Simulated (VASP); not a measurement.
Ge:

```xyz
1
Lattice="2.6800 0.0000 0.0000 0.0000 2.6800 0.0000 0.0000 0.0000 2.6800" Properties=species:S:1:pos:R:3 pbc="T T T"
Ge    0.0000    0.0000    0.0000
```

| Quantity | Value |
| --- | --- |
| Program | VASP 6.6.1 |
| Task | relaxation of cell and atoms |
| Functional | PBE |
| Potentials or basis | VASP PAW PBE potentials, release 64 (Ge_d) |
| Cutoff | 600 eV |
| k mesh | 8 × 8 × 8 |
| Occupations | fermi-dirac, width 0.05 eV |
| Spin | no spin polarisation |

At the start: pressure 3.6 GPa; volume 19.25 Å³/atom.

Q: Where does the relaxation end?

A: Over 3 steps the energy falls by 11.1 meV/atom and the volume is 20.28 Å³/atom (+5.3 %); space group Pm-3m (No. 221, to 0.05 Å).

The path:
```
step  energy change (eV)  largest force (eV/Å)  pressure (GPa)  volume (Å³)
   1              0.0000                0.0000            3.61        19.25
   2             -0.0105                0.0000           -0.57        20.48
   3             -0.0111                0.0000           -0.15        20.28
```

Final structure:
```
Ge
1.0
     2.72682    0.00000    0.00000
     0.00000    2.72682    0.00000
     0.00000    0.00000    2.72682
Ge
1
Direct
  0.00000 0.00000 0.00000
```
